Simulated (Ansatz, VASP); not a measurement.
## Two plane-wave programs on ScAl2

```xyz
6
Lattice="0.0000 3.7777 3.7777 3.7777 0.0000 3.7777 3.7777 3.7777 0.0000" Properties=species:S:1:pos:R:3 pbc="T T T"
Sc    3.7777    3.7777    3.7777
Sc    5.6665    5.6665    5.6665
Al    0.9444    0.9444    0.9444
Al    0.9444    2.8332    2.8332
Al    2.8332    0.9444    2.8332
Al    2.8332    2.8332    0.9444
```

Alike in both runs: task single point; functional r2SCAN; k mesh 12 × 12 × 12; occupations gaussian, width 0.15 eV; no spin polarisation.

```csv
,VASP,Ansatz
version,VASP 6.6.1,Ansatz 0.2.0
potentials or method,"VASP PAW PBE potentials, release 64 (Sc_sv, Al), cutoff 520 eV","scalar-relativistic, plane waves, PAW"
valence electrons in the cell,34,34
```

|  | VASP | Ansatz | Ansatz less VASP |
| --- | --- | --- | --- |
| gap on the k mesh at the Fermi level (eV) | none | none | - |
| pressure (GPa) | 0.1 | 0.1 | -0.01 |

VASP's potentials were made for PBE, not for r2SCAN. A gap of «none» marks a metal or a gap that the smearing closes. With one functional, cell and mesh, what is left measures potentials, basis and numerics.
